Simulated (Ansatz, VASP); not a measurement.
**TiO2 in VASP and in Ansatz**

POSCAR

```
TiO2
1.0
    0.0000000000      2.3488907075      2.4100370780
    2.3488907075      0.0000000000      2.4100370780
    2.3488907075      2.3488907075      0.0000000000
Ti O
1 2
Direct
    0.0000000000      0.0000000000      0.0000000000
    0.2500000000      0.2500000000      0.2500000000
    0.7500000000      0.7500000000      0.7500000000
```

File INCAR.step1:

```
SYSTEM = TiO2
PREC = Accurate ; ENCUT = 520
ISMEAR = 0 ; SIGMA = 0.01
LREAL = .False. ; LASPH = .True.
NELM = 60 ; NBANDS = 19
GGA = PE ; ALGO = Normal
EDIFF = 1E-4 ; LWAVE = .True.
LCHARG = .False.
```

The input INCAR.step2:

```
SYSTEM = TiO2
PREC = Accurate ; ENCUT = 520
EDIFF = 1E-6 ; ISMEAR = 0
SIGMA = 0.01 ; LREAL = .False.
LASPH = .True. ; NELM = 60
ALGO = Normal ; ISIF = 2
LWAVE = .False. ; LCHARG = .False.
METAGGA = R2SCAN ; LMIXTAU = .True.
NBANDS = 19 ; ISTART = 1
```

KPOINTS

```
regular mesh
0
Gamma
  10 10 10
  0 0 0
```

Input for Ansatz:

```yaml
crystal:
  lattice:
    - [0.0, 2.3488907075, 2.410037078]
    - [2.3488907075, 0.0, 2.410037078]
    - [2.3488907075, 2.3488907075, 0.0]
  atoms:
    - { symbol: Ti, position: [0.0, 0.0, 0.0] }
    - { symbol: O, position: [0.25, 0.25, 0.25] }
    - { symbol: O, position: [0.75, 0.75, 0.75] }
kpoints:
  mp_grid: { grid: [10, 10, 10] }
  band_path:
    path:
      - [0.0, 0.0, 0.0]
      - [0.5, 0.0, 0.5]
      - [0.625, 0.25, 0.625]
      - [0.375, 0.375, 0.75]
      - [0.5, 0.5, 0.5]
      - [0.5, 0.25, 0.75]
      - [0.0, 0.5, 0.5]
    npoints: 1
hamiltonian:
  xc: r2scan
scf:
  occupations: { method: fixed }
  n_extra_bands: 4
output:
  forces: true
  stress: true
  eigenvalues: true
```

Change from the starting cell: epitaxial_xy strain -2.0%.

Alike in both runs: task single point; functional r2SCAN; k mesh 10 × 10 × 10; no spin polarisation.

```csv
,VASP,Ansatz
version,VASP 6.6.1,Ansatz 0.2.0
potentials or method,"VASP PAW PBE potentials, release 64 (Ti_sv, O)","plane waves, PAW"
plane-wave cutoff (eV),520,500
occupations,"gaussian, width 0.01 eV",fixed
valence electrons in the cell,24,24
```

```tsv
	VASP	Ansatz	Ansatz less VASP
gap on the k mesh at the Fermi level (eV)	1.40	1.36	-0.038
pressure (GPa)	12.2	10.5	-1.75
traceless stress, the component that is largest in VASP (GPa)	-10.46	-10.51	-0.052
```

VASP's potentials were made for PBE, not for r2SCAN.
